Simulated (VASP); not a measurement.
# FeCo (Pm-3m) in VASP: elastic constants with LDA

Aim: the elastic constants of FeCo with LDA.

All numbers are computed with VASP 6.6.1; they aren't measurements. Logs are shortened: lines on timing, memory, paths and dates and some standing lists are left out, and cuts for length are marked.

### Step 1. The cell of the first run

The structure is cubic, space group Pm-3m (No. 221). The conventional cell has a = 2.765 Å, b = 2.765 Å, c = 2.765 Å, α = 90.00°, β = 90.00°, γ = 90.00°. Fe (site symmetry m-3m) has 8 Co at 2.39 Å and 6 Fe at 2.76 Å within 3.2 Å. Co (site symmetry m-3m) has 8 Fe at 2.39 Å and 6 Co at 2.76 Å within 3.2 Å.

### Step 2. Elastic constants, LDA, collinear spin, ferromagnetic start

Contents of INCAR:

```
ALGO = Normal ; EDIFF = 1E-8
ENCUT = 600 ; GGA = CA
GGA_COMPAT = F ; IBRION = 6
ISIF = 3 ; ISMEAR = -1
ISPIN = 2 ; KPAR = 4
LASPH = T ; LCHARG = F
LMAXMIX = 4 ; LORBIT = 11
LREAL = F ; LWAVE = F
MAGMOM = 2.6 1.7 ; NELM = 200
NFREE = 2 ; NSW = 1
POTIM = 0.015 ; PREC = Accurate
SIGMA = 0.08
```

Contents of KPOINTS:

```
k-points
0
Gamma
  16 16 16
```

Contents of POSCAR:

```
FeCo
1.0
    2.7646194826      0.0000000000      0.0000000000
    0.0000000000      2.7646194826      0.0000000000
    0.0000000000      0.0000000000      2.7646194826
Fe Co
1 1
Direct
    0.5000000000      0.5000000000      0.5000000000
    0.0000000000      0.0000000000      0.0000000000
```

Potentials or basis: VASP PAW LDA potentials, release 64 (Fe, Co).

Run with:

```
cat potpaw_LDA.64/Fe/POTCAR potpaw_LDA.64/Co/POTCAR > POTCAR
mpirun -np 4 vasp_std > vasp.out
```

OUTCAR:

```text
EDIFF = 1E-8
   ENCUT = 600
   GGA = CA
   IBRION = 6
   ISIF = 3
   ISMEAR = -1
   ISPIN = 2
   LASPH = T
   LORBIT = 11
   LREAL = F
   NELM = 200
   NFREE = 2
   NSW = 1
   POTIM = 0.015
   PREC = Accurate

 ion  position               nearest neighbor table
   1  0.500  0.500  0.500-   2 2.39   2 2.39   2 2.39   2 2.39   2 2.39   2 2.39   2 2.39   2 2.39

   2  0.000  0.000  0.000-   1 2.39   1 2.39   1 2.39   1 2.39   1 2.39   1 2.39   1 2.39   1 2.39

  LATTYP: Found a simple cubic cell.
 ALAT       =     2.7646194826

  Lattice vectors:

 A1 = (   2.7646194826,   0.0000000000,   0.0000000000)
 A2 = (   0.0000000000,   2.7646194826,   0.0000000000)
 A3 = (   0.0000000000,   0.0000000000,   2.7646194826)

Analysis of symmetry for initial positions (statically):
=====================================================================
 Subroutine PRICEL returns:
 Original cell was already a primitive cell.

 Routine SETGRP: Setting up the symmetry group for a
 simple cubic supercell.

 Subroutine GETGRP returns: Found 48 space group operations
 (whereof 48 operations were pure point group operations)
 out of a pool of 48 trial point group operations.

The static configuration has the point symmetry O_h .

Analysis of symmetry for dynamics (positions and initial velocities):
=====================================================================
 Subroutine PRICEL returns:
 Original cell was already a primitive cell.

 Routine SETGRP: Setting up the symmetry group for a
 simple cubic supercell.

 Subroutine GETGRP returns: Found 48 space group operations
 (whereof 48 operations were pure point group operations)
 out of a pool of 48 trial point group operations.

The dynamic configuration has the point symmetry O_h .

Analysis of structural, dynamic, and magnetic symmetry:
=====================================================================
 Subroutine PRICEL returns:
 Original cell was already a primitive cell.

 Routine SETGRP: Setting up the symmetry group for a
 simple cubic supercell.

 Subroutine GETGRP returns: Found 48 space group operations
 (whereof 48 operations were pure point group operations)
 out of a pool of 48 trial point group operations.

The overall configuration has the point symmetry O_h .

 Subroutine INISYM returns: Found 48 space group operations
 (whereof 48 operations are pure point group operations),
 and found     1 'primitive' translations

----------------------------------------------------------------------------------------

                                     Primitive cell

  volume of cell :      21.1303

  direct lattice vectors                    reciprocal lattice vectors
     2.764619483  0.000000000  0.000000000     0.361713432  0.000000000  0.000000000
     0.000000000  2.764619483  0.000000000     0.000000000  0.361713432  0.000000000
     0.000000000  0.000000000  2.764619483     0.000000000  0.000000000  0.361713432

  length of vectors
     2.764619483  2.764619483  2.764619483     0.361713432  0.361713432  0.361713432

  position of ions in fractional coordinates (direct lattice)
     0.500000000  0.500000000  0.500000000
     0.000000000  0.000000000  0.000000000

  ion indices of the primitive-cell ions
[... 132 lines left out ...]
  Total       -0.1504103     -0.1504103     -0.1504103      0.0000000      0.0000000      0.0000000
  in kB      -11.4046517    -11.4046517    -11.4046517      0.0000000      0.0000000      0.0000000
  external PRESSURE =     -11.4046517 kB  Pullay stress =       0.0000000 kB
[... 89 lines left out ...]
  FREE ENERGIE OF THE ION-ELECTRON SYSTEM (eV)
  ---------------------------------------------------
  free  energy   TOTEN  =       -17.2898147493 eV

  energy  without entropy=      -17.2483195086  energy(sigma->0) =      -17.26906713

[... ionic steps 4 to 14 ...]

--------------------------------------- Ionic step       15  -------------------------------------------

 number of electron      17.0000002 magnetization       4.2442801

------------------------ aborting loop because EDIFF is reached ----------------------------------------
[... 67 lines left out ...]
--------------------------------------- Ionic step       17  -------------------------------------------

 number of electron      17.0000000 magnetization       4.2442667

 Free energy of the ion-electron system (eV)
  ---------------------------------------------------
  ext. energy  EPLUGINS =         0.00000000
  ---------------------------------------------------
  free energy    TOTEN  =       -17.29148532 eV

  energy without entropy =      -17.25081733  energy(sigma->0) =      -17.27115133

 E-fermi :   8.7786     XC(G=0): -13.8553

 val. band max:        8.7779656620   @ k =   0.0625   0.3750   0.1250
 cond. band min:       8.7788167420   @ k =   0.0000   0.5000   0.0625
 fundamental gap:      0.0008510800
 Fermi energy:         8.7785976883

 spin component 1

 k-point     1 :       0.0000    0.0000    0.0000
  band No.  band energies     occupation
      1      -0.6637      1.00000
      2       3.1902      1.00000
      3       3.1915      1.00000
      4       5.7780      1.00000
      5       5.7793      1.00000
      6       5.7793      1.00000
      7       7.1897      1.00000
      8       7.1912      1.00000
      9       8.3320      0.99625
     10       8.3320      0.99625
     11       8.3332      0.99619
     12      18.5119      0.00000
     13      18.5119      0.00000
     14      18.5142      0.00000
[... 379 lines left out ...]
      3       5.0420      1.00000
      4       5.1632      1.00000
      5       5.7769      1.00000
      6       5.7977      1.00000
      7       6.4938      1.00000
      8       6.5236      1.00000
      9       7.4197      1.00000
     10       7.5438      1.00000
     11       8.3982      0.99146
     12       8.8317      0.33984
     13      22.5815      0.00000
     14      22.8771      0.00000

 [... further k-points ...]

 spin component 2

 k-point     1 :       0.0000    0.0000    0.0000
  band No.  band energies     occupation
      1      -0.2937      1.00000
      2       4.7155      1.00000
      3       4.7167      1.00000
      4       7.4884      1.00000
      5       7.4898      1.00000
      6       7.4898      1.00000
      7       9.4191      0.00033
      8       9.4213      0.00032
      9      10.4558      0.00000
     10      10.4558      0.00000
     11      10.4570      0.00000
     12      18.9745      0.00000
     13      18.9745      0.00000
     14      18.9772      0.00000
[... 420 lines left out ...]
  FREE ENERGIE OF THE ION-ELECTRON SYSTEM (eV)
  ---------------------------------------------------
  free  energy   TOTEN  =       -17.2914853240 eV

  energy  without entropy=      -17.2508173293  energy(sigma->0) =      -17.27115133

 INTERNAL STRAIN TENSORS FROM STRAINED CELLS
 ============================================

 INTERNAL STRAIN TENSOR FOR ION    1 for displacements in x,y,z  (eV/Angst):
          X           Y           Z          XY          YZ          ZX
  --------------------------------------------------------------------------------
  x     0.00000     0.00000     0.00000     0.00000     0.00000    -0.00000
  y     0.00000     0.00000     0.00000     0.00000     0.00000     0.00000
  z     0.00000     0.00000     0.00000     0.00000    -0.00000     0.00000

 INTERNAL STRAIN TENSORS FROM DISPLACED ATOMS
 ============================================

 INTERNAL STRAIN TENSOR FOR ION    1 for displacements in x,y,z  (eV/Angst):
          X           Y           Z          XY          YZ          ZX
  --------------------------------------------------------------------------------
  x     0.00000     0.00000     0.00000     0.00000     0.00000     0.00000
  y     0.00000     0.00000     0.00000     0.00000     0.00000     0.00000
  z     0.00000     0.00000     0.00000     0.00000     0.00000     0.00000

 INTERNAL STRAIN TENSOR FOR ION    2 for displacements in x,y,z  (eV/Angst):
          X           Y           Z          XY          YZ          ZX
  --------------------------------------------------------------------------------
  x     0.00000     0.00000     0.00000     0.00000     0.00000     0.00000
  y     0.00000     0.00000     0.00000     0.00000     0.00000     0.00000
  z     0.00000     0.00000     0.00000     0.00000     0.00000     0.00000

 Eigenvectors and eigenvalues of the dynamical matrix
 ----------------------------------------------------

   1 f  =    7.129983 THz    44.799006 2PiTHz  237.830640 cm-1    29.487228 meV
             X         Y         Z           dx          dy          dz
      1.382310  1.382310  1.382310     0.716436   -0.000000   -0.000000
      0.000000  0.000000  0.000000    -0.697652    0.000000    0.000000
[... 21 lines left out ...]
   6 f/i=    0.001155 THz     0.007256 2PiTHz    0.038520 cm-1     0.004776 meV
             X         Y         Z           dx          dy          dz
      1.382310  1.382310  1.382310     0.241824   -0.573777   -0.314674
      0.000000  0.000000  0.000000     0.248336   -0.589226   -0.323146

--------------------------------------------------------------------------------------------------------

 ELASTIC MODULI CONTR FROM IONIC RELAXATION (kBar)
 Direction    XX          YY          ZZ          XY          YZ          ZX
 --------------------------------------------------------------------------------
 XX           0.0000      0.0000      0.0000      0.0000      0.0000      0.0000
 YY           0.0000      0.0000      0.0000      0.0000      0.0000      0.0000
 ZZ           0.0000      0.0000      0.0000      0.0000      0.0000      0.0000
 XY           0.0000      0.0000      0.0000      0.0000      0.0000      0.0000
 YZ           0.0000      0.0000      0.0000      0.0000      0.0000      0.0000
 ZX           0.0000      0.0000      0.0000      0.0000      0.0000      0.0000
 --------------------------------------------------------------------------------

 TOTAL ELASTIC MODULI (kBar)
 Direction    XX          YY          ZZ          XY          YZ          ZX
 --------------------------------------------------------------------------------
 XX        3012.4648   2104.8297   2104.8297     -0.0000      0.0000      0.0000
 YY        2104.8297   3012.4648   2104.8297     -0.0000     -0.0000      0.0000
 ZZ        2104.8297   2104.8297   3012.4648      0.0000     -0.0000     -0.0000
 XY          -0.0000     -0.0000      0.0000   1450.3009      0.0000      0.0000
 YZ           0.0000     -0.0000     -0.0000      0.0000   1450.3009      0.0000
 ZX           0.0000      0.0000     -0.0000      0.0000      0.0000   1450.3009
 --------------------------------------------------------------------------------

 total charge

# of ion       s       p       d       tot
------------------------------------------
    1        0.505   0.589   6.265   7.358
    2        0.520   0.572   7.315   8.406
--------------------------------------------------
tot          1.025   1.160  13.579  15.764

 magnetization (x)

# of ion       s       p       d       tot
------------------------------------------
    1       -0.006  -0.029   2.559   2.525
    2       -0.006  -0.033   1.714   1.675
--------------------------------------------------
tot         -0.011  -0.061   4.273   4.200
```

Run time: 11 min. Hardware: 4 MPI ranks of Intel Xeon Platinum 8559C (Emerald Rapids), shared host; peak memory 1.2 GiB.

Results:

| Quantity | Value |
| --- | --- |
| Net moment | 4.24 μB per cell |
| Site moments | Fe +2.52; Co +1.68 μB |
| Valence electrons inside the program's atomic spheres | Fe 7.36; Co 8.41 |
| Elastic constants C11, C12, C44 | 301, 210, 145 GPa |
| Voigt bulk modulus | 241 GPa |
| Highest phonon frequency at Γ, LO-TO splitting left out | 238 cm⁻¹ |

Phonon frequencies in cm⁻¹ (negative: imaginary):
```csv
q point,frequencies
"(0.000, 0.000, 0.000)",0 0 0 238 238 238
```

Elastic tensor in Voigt notation (GPa, in the Cartesian axes of the cell as first typed):
```
301 210 210   0   0   0
210 301 210   0   0   0
210 210 301   0   0   0
  0   0   0 145   0   0
  0   0   0   0 145   0
  0   0   0   0   0 145
```

Clamped-ion elastic tensor (GPa):
```
301 210 210   0   0   0
210 301 210   0   0   0
210 210 301   0   0   0
  0   0   0 145   0   0
  0   0   0   0 145   0
  0   0   0   0   0 145
```

Caveat: the cell is under stress, which shifts elastic constants.
